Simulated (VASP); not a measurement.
Here is a VASP 6.6.1 calculation.

File INCAR:

```
PREC = Accurate
ENCUT = 520
EDIFF = 1E-8
ISMEAR = -1
SIGMA = 0.03
LREAL = False
LASPH = True
NELM = 60
ALGO = Normal
ISIF = 2
LWAVE = False
LCHARG = False
GGA = PE
LEFG = True
NBANDS = 12
```

Contents of KPOINTS:

```
regular mesh
0
Gamma
  11 11 11
```

Contents of POSCAR:

```
As
1.0
    1.8607607910      1.0743107436      3.4505577946
   -1.8607607910      1.0743107436      3.4505577946
    0.0000000000     -2.1486214872      3.4505577946
As
2
Direct
    0.2275400000      0.2275400000      0.2275400000
    0.7724600000      0.7724600000      0.7724600000
```

Potentials or basis: VASP PAW PBE potentials, release 64 (As).

The run is started by

```sh
$ cat potpaw_PBE.64/As/POTCAR > POTCAR
$ mpirun -np 1 vasp_std > vasp.out
```

Q: What does it give for the pressure?

A: 6.7 GPa.

Q: Predict the band gap on the k mesh.

A: Zero (bands 5 and 6 overlap by 0.40 eV).

Q: Predict the largest force.

A: 0.496 eV/Å.

Forces on the atoms (eV/Å):
```
As   0.000  0.000  0.496
As   0.000  0.000 -0.496
```

Caveat: the cell stands under pressure; without QUAD_EFG the Cq values of the log hold for a quadrupole moment of 1 mb, not for the nuclei.
